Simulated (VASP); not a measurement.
Set up this calculation in VASP 6.6.1, as the native input.

```yaml
Task: single point
Functional: PBEsol
Potentials_or_basis: VASP PAW PBE potentials, release 64 (Ti_sv, Al)
Cutoff: 520 eV
k_mesh: 14 × 10 × 10
Occupations: gaussian, width 0.1 eV
Spin: no spin polarisation
Dipole_correction: no
Further_INCAR_settings: ALGO = Fast; EDIFF = 1e-07; NBANDS = 18
```

The structure of TiAl3 lies in POSCAR:

```
TiAl3
1.0
    2.7816017858      0.0000000000      0.0000000000
    0.0000000000      4.6710903824      0.0000000000
    0.0000000000      0.0000000000      4.8936301351
Ti Al
1 3
Direct
    0.0000000000      0.5000000000      0.1631796134
    0.5000000000      0.5000000000      0.6640540675
    0.5000000000      0.0000000000      0.3331085268
    0.0000000000      0.0000000000      0.8396567923
```

One way to write it, as run:

INCAR

```
  ALGO = Fast
  EDIFF = 1E-7
  ENCUT = 520
  GGA = PS
  ISIF = 2
  ISMEAR = 0
  LASPH = T
  LCHARG = F
  LREAL = F
  LWAVE = F
  NBANDS = 18
  NELM = 100
  PREC = Accurate
  SIGMA = 0.1
```

KPOINTS

```
k-points
0
Gamma
  14 10 10
```

Potentials or basis: VASP PAW PBE potentials, release 64 (Ti_sv, Al).

Command:

```bash
$ cat potpaw_PBE.64/Ti_sv/POTCAR potpaw_PBE.64/Al/POTCAR > POTCAR
$ mpirun -np 1 vasp_std > vasp.out
```

It gave:

| Quantity | Value |
| --- | --- |
| Pressure | 0.0 GPa |
| Band gap on the k mesh | zero (an odd number of electrons rules out a gap without spin polarisation) |

Caveat: the PAW data sets were made with another functional, which shifts forces and pressure a little.

Run time: 6.9 min on 1 thread of Intel(R) Xeon(R) Platinum 8488C (Sapphire Rapids), with other jobs on the host, peak memory 0.41 GiB.
